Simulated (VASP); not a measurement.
# Nb (Im-3m) in VASP: notebook

Runs on Nb. Level: LDA. Tasks: single point, relaxation of cell and atoms.

All numbers are computed with VASP 6.6.1; they aren't measurements. Logs are shortened: lines on timing, memory, paths and dates and some standing lists are left out, and cuts for length are marked.

## Step 1: The cell of the first run

The structure is cubic, space group Im-3m (No. 229). Conventional cell: a = 3.249 Å, b = 3.249 Å, c = 3.249 Å, α = 90.00°, β = 90.00°, γ = 90.00°. Within 3.7 Å of Nb (site symmetry m-3m) lie 14 Nb at 2.81 to 3.25 Å.

## Step 2: Single point, LDA

INCAR reads:

```
ALGO = Normal ; EDIFF = 1E-7
ENCUT = 520 ; GGA = CA
ISIF = 2 ; ISMEAR = -1
LASPH = T ; LCHARG = F
LREAL = F ; LWAVE = F
NBANDS = 12 ; NELM = 80
PREC = Accurate ; SIGMA = 0.1
```

KPOINTS reads:

```
k-points
0
Gamma
  18 18 18
```

POSCAR reads:

```
Nb
1.0
   -1.6244676389      1.6244676389      1.6244676389
    1.6244676389     -1.6244676389      1.6244676389
    1.6244676389      1.6244676389     -1.6244676389
Nb
1
Direct
    0.0000000000      0.0000000000      0.0000000000
```

Potentials or basis: VASP PAW LDA potentials, release 64 (Nb_sv).

The run is started by

```bash
> cat potpaw_LDA.64/Nb_sv/POTCAR > POTCAR
> mpirun -np 1 vasp_std > vasp.out
```

OUTCAR:

```text
EDIFF = 1E-7
   ENCUT = 520
   GGA = CA
   ISIF = 2
   ISMEAR = -1
   LASPH = T
   LREAL = F
   NELM = 80
   PREC = Accurate

 ion  position               nearest neighbor table
   1  0.000  0.000  0.000-

  LATTYP: Found a body centered cubic cell.
 ALAT       =     3.2489352778

  Lattice vectors:

 A1 = (  -1.6244676389,   1.6244676389,   1.6244676389)
 A2 = (   1.6244676389,  -1.6244676389,   1.6244676389)
 A3 = (   1.6244676389,   1.6244676389,  -1.6244676389)

Analysis of symmetry for initial positions (statically):
=====================================================================
 Subroutine PRICEL returns:
 Original cell was already a primitive cell.

 Routine SETGRP: Setting up the symmetry group for a
 body centered cubic supercell.

 Subroutine GETGRP returns: Found 48 space group operations
 (whereof 48 operations were pure point group operations)
 out of a pool of 48 trial point group operations.

The static configuration has the point symmetry O_h .

Analysis of symmetry for dynamics (positions and initial velocities):
=====================================================================
 Subroutine PRICEL returns:
 Original cell was already a primitive cell.

 Routine SETGRP: Setting up the symmetry group for a
 body centered cubic supercell.

 Subroutine GETGRP returns: Found 48 space group operations
 (whereof 48 operations were pure point group operations)
 out of a pool of 48 trial point group operations.

The dynamic configuration has the point symmetry O_h .

 Subroutine INISYM returns: Found 48 space group operations
 (whereof 48 operations are pure point group operations),
 and found     1 'primitive' translations

----------------------------------------------------------------------------------------

                                     Primitive cell

  volume of cell :      17.1472

  direct lattice vectors                    reciprocal lattice vectors
    -1.624467639  1.624467639  1.624467639     0.000000000  0.307793143  0.307793143
     1.624467639 -1.624467639  1.624467639     0.307793143  0.000000000  0.307793143
     1.624467639  1.624467639 -1.624467639     0.307793143  0.307793143  0.000000000

  length of vectors
     2.813660486  2.813660486  2.813660486     0.435285237  0.435285237  0.435285237

  position of ions in fractional coordinates (direct lattice)
     0.000000000  0.000000000  0.000000000

  ion indices of the primitive-cell ions
   primitive index   ion index
                 1           1

----------------------------------------------------------------------------------------

 KPOINTS: k-points

Automatic generation of k-mesh.
 Grid dimensions read from file:
 generate k-points for:   18   18   18

 Generating k-lattice:

  Cartesian coordinates                     Fractional coordinates (reciprocal lattice)
     0.000000000  0.017099619  0.017099619     0.055555556  0.000000000  0.000000000
     0.017099619  0.000000000  0.017099619     0.000000000  0.055555556  0.000000000
     0.017099619  0.017099619  0.000000000     0.000000000  0.000000000  0.055555556

  Length of vectors
     0.024182513  0.024182513  0.024182513

  Shift w.r.t. Gamma in fractional coordinates (k-lattice)
     0.000000000  0.000000000  0.000000000

 Subroutine IBZKPT returns following result:
 ===========================================

 Found    195 irreducible k-points:

 Following reciprocal coordinates:
            Coordinates               Weight
  0.000000  0.000000  0.000000      1.000000
  0.055556  0.000000  0.000000     12.000000
  0.111111  0.000000  0.000000     12.000000
  0.166667  0.000000  0.000000     12.000000
  0.222222  0.000000  0.000000     12.000000
  0.277778  0.000000  0.000000     12.000000
[... 16 lines left out ...]
  0.333333  0.111111 -0.000000     48.000000
  0.388889  0.111111  0.000000     48.000000
 [... further k-points ...]
   k-points           NKPTS =    195   k-points in BZ     NKDIM =    195   number of bands    NBANDS=     12
   number of dos      NEDOS =    301   number of ions     NIONS =      1
   total plane-waves  NPLWV =  13824
   dimension x,y,z NGX =    24 NGY =   24 NGZ =   24
   dimension x,y,z NGXF=    48 NGYF=   48 NGZF=   48
   ions per type =               1
   NGX,Y,Z   is equivalent  to a cutoff of  14.18, 14.18, 14.18 a.u.
   NGXF,Y,Z  is equivalent  to a cutoff of  28.36, 28.36, 28.36 a.u.
 SYSTEM =  unknown system
   PREC   = accura    normal or accurate (medium, high low for compatibility)
   ISTART =      0    job   : 0-new  1-cont  2-samecut
   ICHARG =      2    charge: 1-file 2-atom 10-const
   ISPIN  =      1    spin polarized calculation?
   LNONCOLLINEAR =      F non collinear calculations
   LSORBIT =      F    spin-orbit coupling
   LASPH  =      T    aspherical Exc in radial PAW
   ENCUT  =  520.0 eV  38.22 Ry    6.18 a.u.   5.23  5.23  5.23*2*pi/ulx,y,z
   NELM   =     80;   NELMIN=  2; NELMDL= -5     # of ELM steps
   EDIFF  = 0.1E-06   stopping-criterion for ELM
   LREAL  =      F    real-space projection
   EDIFFG = 0.1E-05   stopping-criterion for IOM
   NSW    =      0    number of steps for IOM
   IBRION =     -1    ionic relax: 0-MD 1-quasi-New 2-CG
   NFREE  =      0    steps in history (QN), initial steepest desc. (CG)
   ISIF   =      2    stress and relaxation
   ISYM   =      2    0-nonsym 1-usesym 2-fastsym
   POTIM  = 0.5000    time-step for ionic-motion
   TEBEG  =    0.0;   TEEND  =   0.0 temperature during run
   PSTRESS=    0.0 pullay stress
   NELECT =      13.0000    total number of electrons
   NUPDOWN=      -1.0000    fix difference up-down
   EMIN   =  10.00;   EMAX   =-10.00  energy-range for DOS
   EFERMI =   0.00;   METHOD = LEGACY
   ISMEAR =    -1;   SIGMA  =   0.10  broadening in eV -4-tet -1-fermi 0-gaus
   EFERMI_NEDOS =   21; number of points for ismear=-14 and -15
   IALGO  =     38    algorithm
   IMIX   =      4    mixing-type and parameters
     AMIX     =   0.40;   BMIX     =  1.00
     AMIX_MAG =   1.60;   BMIX_MAG =  1.00
  volume/ion in A,a.u.               =      17.15       115.72
  Fermi-wavevector in a.u.,A,eV,Ry     =   1.492765  2.820918 30.318522  2.228348
  Thomas-Fermi vector in A             =   2.605252
   LORBIT       =      0    0 simple, 1 ext, 2 COOP (PROOUT), +10 PAW based schemes
   GGA     = CA    functional components
   LHFCALC =     F    Hartree Fock is set to
   AEXX    =    0.0000 exact exchange contribution
   IVDW    =     0    specifies the selected vdW correction
   LEPSILON=     F    determine dielectric tensor
   LRPA    =     F    only Hartree local field effects (RPA)
 non-spin polarized calculation
  energy-cutoff  :      520.00
  volume of cell :       17.15
 maximum number of plane-waves:       474
 NGX is ok and might be reduce to    24
   NGX = 11   NGY = 11   NGZ = 11

 number of electron      13.0000001 magnetization

 Free energy of the ion-electron system (eV)
  ---------------------------------------------------
  ext. energy  EPLUGINS =         0.00000000
  ---------------------------------------------------
  free energy    TOTEN  =       -11.27949267 eV

  energy without entropy =      -11.23275371  energy(sigma->0) =      -11.25612319

 E-fermi :  11.7099     XC(G=0): -12.9697

 val. band max:       11.6968566401   @ k =   0.1111   0.0000   0.0000
 cond. band min:      11.7182207094   @ k =  -0.2778   0.2778   0.1667
 fundamental gap:      0.0213640693
 Fermi energy:        11.7099408704

 k-point     1 :       0.0000    0.0000    0.0000
  band No.  band energies     occupation
      1     -42.3166      2.00000
      2     -17.6493      2.00000
      3     -17.6493      2.00000
      4     -17.6493      2.00000
      5       5.6883      2.00000
      6      12.0174      0.08837
      7      12.0174      0.08837
      8      12.0174      0.08837
      9      15.0868      0.00000
     10      15.0868      0.00000
     11      26.0652      0.00000
     12      26.0652      0.00000

 k-point     2 :       0.0556    0.0000    0.0000
  band No.  band energies     occupation
      1     -42.3076      2.00000
      2     -17.7020      2.00000
      3     -17.6651      2.00000
      4     -17.6498      2.00000
      5       5.8247      2.00000
      6      11.9321      0.19572
      7      11.9984      0.10581
      8      12.1483      0.02465
      9      14.9505      0.00000
     10      15.0863      0.00000
     11      26.1819      0.00000
     12      26.3007      0.00000

 k-point     3 :       0.1111    0.0000    0.0000
  band No.  band energies     occupation
      1     -42.2817      2.00000
      2     -17.8520      2.00000
      3     -17.7103      2.00000
      4     -17.6512      2.00000
      5       6.2134      2.00000
      6      11.6969      1.06533
      7      11.9176      0.22275
      8      12.5359      0.00052
      9      14.6621      0.00000
     10      15.0917      0.00000
     11      26.4740      0.00000
     12      26.9813      0.00000

 k-point     4 :       0.1667    0.0000    0.0000
  band No.  band energies     occupation
      1     -42.2417      2.00000
      2     -18.0768      2.00000
      3     -17.7788      2.00000
      4     -17.6535      2.00000
      5       6.7879      2.00000
      6      11.3626      1.93986
      7      11.7462      0.82054
      8      13.1655      0.00000
      9      14.4591      0.00000
     10      15.1210      0.00000
     11      26.7385      0.00000
     12      28.0553      0.00000

 k-point     5 :       0.2222    0.0000    0.0000
  band No.  band energies     occupation
      1     -42.1922      2.00000
      2     -18.3451      2.00000
      3     -17.8618      2.00000
      4     -17.6564      2.00000
      5       7.4123      2.00000
      6      10.9877      1.99854
      7      11.5804      1.57023
      8      14.0106      0.00000
      9      14.4704      0.00000
     10      15.1925      0.00000
     11      26.6217      0.00000
     12      28.4771      0.00000
[... 228 lines left out ...]
      1     -42.1227      2.00000
      2     -18.6569      2.00000
      3     -17.9683      2.00000
      4     -17.7230      2.00000
      5       8.2267      2.00000
      6      10.6383      1.99996
      7      11.2281      1.98396
      8      14.3026      0.00000
      9      15.5856      0.00000
     10      15.7194      0.00000
     11      26.3641      0.00000
     12      27.7927      0.00000

 k-point    22 :       0.2778    0.1111    0.0000
  band No.  band energies     occupation
      1     -42.0752      2.00000
      2     -18.8719      2.00000
      3     -18.0660      2.00000
      4     -17.7290      2.00000
      5       8.3782      2.00000
      6      10.3519      2.00000
      7      11.6646      1.22271
      8      14.5820      0.00000
      9      15.7874      0.00000
     10      16.8358      0.00000
     11      25.4254      0.00000
     12      26.8531      0.00000

 k-point    23 :       0.3333    0.1111   -0.0000
  band No.  band energies     occupation
      1     -42.0361      2.00000
      2     -19.0432      2.00000
      3     -18.1461      2.00000
      4     -17.7333      2.00000
      5       8.2923      2.00000
      6      10.1427      2.00000
      7      12.3606      0.00298
      8      14.8702      0.00000
      9      15.9464      0.00000
     10      17.9766      0.00000
     11      24.6617      0.00000
     12      25.6667      0.00000

 k-point    24 :       0.3889    0.1111    0.0000
  band No.  band energies     occupation
      1     -42.0104      2.00000
      2     -19.1533      2.00000
      3     -18.1982      2.00000
      4     -17.7360      2.00000
      5       8.1725      2.00000
      6      10.0143      2.00000
      7      12.9901      0.00001
      8      14.9954      0.00000
      9      16.1706      0.00000
     10      18.8752      0.00000
     11      24.1317      0.00000
     12      24.7152      0.00000

 [... further k-points ...]

------------------------ aborting loop because EDIFF is reached ----------------------------------------

  FORCE on cell =-STRESS in cart. coord.  units (eV):
  Direction    XX          YY          ZZ          XY          YZ          ZX
  --------------------------------------------------------------------------------------
  -------------------------------------------------------------------------------------
  Total       -0.0171079     -0.0171079     -0.0171079      0.0000000      0.0000000      0.0000000
  in kB       -1.5985072     -1.5985072     -1.5985072      0.0000000      0.0000000      0.0000000
  external PRESSURE =      -1.5985072 kB  Pullay stress =       0.0000000 kB

 VOLUME and BASIS-vectors are now :
 -----------------------------------------------------------------------------
  energy-cutoff  :      520.00
  volume of cell :       17.15
      direct lattice vectors                 reciprocal lattice vectors
    -1.624467639  1.624467639  1.624467639     0.000000000  0.307793143  0.307793143
     1.624467639 -1.624467639  1.624467639     0.307793143  0.000000000  0.307793143
     1.624467639  1.624467639 -1.624467639     0.307793143  0.307793143  0.000000000

 POSITION                                       TOTAL-FORCE (eV/Angst)
 -----------------------------------------------------------------------------------
      0.00000      0.00000      0.00000         0.000000     -0.000000     -0.000000
 -----------------------------------------------------------------------------------
    total drift:                               -0.000000      0.000000      0.000000

  FREE ENERGIE OF THE ION-ELECTRON SYSTEM (eV)
  ---------------------------------------------------
  free  energy   TOTEN  =       -11.2794926660 eV

  energy  without entropy=      -11.2327537072  energy(sigma->0) =      -11.25612319
```

Wall time 38 s (1 thread of AMD EPYC 9R14 (Zen 4), shared host); peak memory 0.12 GiB.

Results:

- Free energy: -11.2795 eV
- Pressure: -0.2 GPa

Levels at points of the mesh, in eV from the Fermi level:
| k point | band 4 | band 5 | band 6 | band 7 | band 8 | band 9 |
| --- | --- | --- | --- | --- | --- | --- |
| (0.00, 0.00, 0.00) | -29.36 | -6.02 | 0.31 | 0.31 | 0.31 | 3.38 |
| (0.50, 0.00, 0.00) | -29.38 | -3.96 | -1.85 | 2.58 | 3.44 | 4.16 |
| (0.50, 0.50, 0.50) | -30.45 | -4.05 | -4.05 | 5.95 | 5.95 | 5.95 |

## Step 3: Relaxation of cell and atoms, LDA

This run uses another cell than the first one, of 17.98 Å³/atom, 1.049 times its volume.

INCAR reads:

```
  PREC = Accurate
  ENCUT = 600
  EDIFF = 1E-7
  ISMEAR = -1
  SIGMA = 0.1
  LREAL = F
  LASPH = T
  NELM = 60
  ALGO = Normal
  ISIF = 3
  LWAVE = F
  LCHARG = F
  GGA = CA
  IBRION = 2
  NSW = 60
  EDIFFG = -0.005
```

KPOINTS reads:

```
regular mesh
0
Gamma
  18 18 18
```

POSCAR reads:

```
Nb
1.0
   -1.6503519298      1.6503519298      1.6503519298
    1.6503519298     -1.6503519298      1.6503519298
    1.6503519298      1.6503519298     -1.6503519298
Nb
1
Direct
    0.0000000000      0.0000000000      0.0000000000
```

Potentials or basis: VASP PAW LDA potentials, release 64 (Nb_sv).

The run is started by

```bash
> cat potpaw_LDA.64/Nb_sv/POTCAR > POTCAR
> mpirun -np 1 vasp_std > vasp.out
```

Run time: 1.8 min. Hardware: 1 thread of AMD EPYC 9R14 (Zen 4), shared host; peak memory 0.14 GiB.

It converged, with:

```yaml
Free_energy: -11.2800 eV
Relaxed_volume: 17.14 Å³/atom
Relaxed_cell: a = 2.813 Å, b = 2.813 Å, c = 2.813 Å, α = 109.47°, β = 109.47°, γ = 109.47°
Space_group_after_relaxing_to_0.05_Å: Im-3m (No. 229)
Energy_gained_by_relaxing: 22.6 meV/atom
Ionic_steps: 4
Pressure_after_relaxing: 0.0 GPa
```

Step by step:
```tsv
step	energy change (eV)	largest force (eV/Å)	pressure (GPa)	volume (Å³)
1	0.0000	0.0000	-8.34	17.98
2	0.0646	0.0000	20.14	15.65
3	-0.0226	0.0000	-0.26	17.16
4	-0.0226	0.0000	-0.03	17.14
```

Final structure:
```
Nb
1.0
    -1.62428    1.62428    1.62428
     1.62428   -1.62428    1.62428
     1.62428    1.62428   -1.62428
Nb
1
Direct
  0.00000 0.00000 0.00000
```

Levels at points of the mesh, in eV from the Fermi level:
| k point | band 3 | band 4 | band 5 | band 6 | band 7 | band 8 | band 9 | band 10 |
| --- | --- | --- | --- | --- | --- | --- | --- | --- |
| (0.00, 0.00, 0.00) | -29.36 | -29.36 | -6.02 | 0.31 | 0.31 | 0.31 | 3.38 | 3.38 |
| (0.50, 0.00, 0.00) | -29.86 | -29.38 | -3.96 | -1.85 | 2.59 | 3.44 | 4.16 | 6.79 |
| (0.50, 0.50, 0.50) | -30.45 | -30.45 | -4.05 | -4.05 | 5.95 | 5.95 | 5.95 | 9.49 |

(Continued in part 2 of 2.)
